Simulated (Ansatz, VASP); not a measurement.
# One calculation of GaAs3, two programs

```
Ga As
1.0
     4.64367    0.00000    0.00000
     0.00000    4.64367    0.00000
     0.00000    0.00000    3.80998
Ga As
1 3
Direct
  0.00000 0.00000 0.64241
  0.50000 0.00000 0.02633
  0.00000 0.50000 0.02633
  0.50000 0.50000 0.35836
```

Alike in both runs: task single point; functional PBE; k mesh 10 × 10 × 12; occupations gaussian, width 0.1 eV; no spin polarisation.

|  | VASP | Ansatz |
| --- | --- | --- |
| version | VASP 6.6.1 | Ansatz 0.2.0 |
| potentials or method | VASP PAW PBE potentials, release 64 (Ga_d, As), cutoff 500 eV | scalar-relativistic, plane waves, PAW |
| valence electrons in the cell | 28 | 58 |

|  | VASP | Ansatz | Ansatz less VASP |
| --- | --- | --- | --- |
| gap on the k mesh at the Fermi level (eV) | none | none | - |
| pressure (GPa) | 0.1 | 0.0 | -0.13 |
| rms of the force components (eV/Å) | 0.008 | 0.001 | -0.0068 |

Atom by atom the forces differ by 0.008 eV/Å (rms over components). A gap of «none» marks a metal or a gap that the smearing closes. The functional is the same, so the differences come from potentials, cutoffs and numerics. VASP's potentials hold 28 valence electrons a cell and Ansatz's 58, so a difference there can come from the potentials and not from the codes.
